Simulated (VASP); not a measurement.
**BiTe: single point with PBE**

Crystal: BiTe.

```xyz
2
Lattice="-1.3586 2.7172 2.7172 2.7172 -1.3586 2.7172 2.7172 2.7172 -1.3586" Properties=species:S:1:pos:R:3 pbc="T T T"
Bi    0.0000    0.0000    0.0000
Te    2.0379    2.0379    2.0379
```

This cell differs from its parent crystal: ratio of the length along [111] to the lengths across it x 0.5, volume and fractional coordinates fixed.

```yaml
Program: VASP 6.6.1
Task: single point
Functional: PBE
Potentials_or_basis: VASP PAW PBE potentials, release 64 (Bi_d, Te)
Cutoff: 520 eV
k_mesh: 14 × 14 × 14
Occupations: gaussian, width 0.15 eV
Spin: no spin polarisation
Dipole_correction: no
Further_INCAR_settings: ALGO = Normal; EDIFF = 1e-06; NBANDS = 18
```

The pressure is -5.0 GPa. The band gap on the k mesh is zero (an odd number of electrons rules out a gap without spin polarisation).

Levels at points of the mesh, in eV from the Fermi level:
```
           k point  band 6  band 7  band 8  band 9  band 10  band 11  band 12  band 13  band 14  band 15
(0.00, 0.00, 0.00)  -12.98   -8.98   -2.25   -2.25    -2.25     3.26     3.26     3.26     3.38     3.38
(0.50, 0.00, 0.00)  -11.26  -11.15   -1.92   -1.22    -0.69    -0.69     0.58     0.58     5.01     5.77
(0.50, 0.50, 0.00)  -10.64  -10.55   -4.87   -4.87    -0.28     1.37     2.26     2.26     5.28     5.39
(0.50, 0.50, 0.50)  -10.19  -10.18   -2.84   -2.84    -2.84    -2.20    -2.20    -2.20    12.16    12.16
```

Wall time 3.1 min on 1 thread of Intel Xeon 8259CL, with other jobs on the host, peak memory 0.25 GiB.

Caveat: the cell stands under tension; spin-orbit coupling is left out, which moves the levels of the heavy elements.
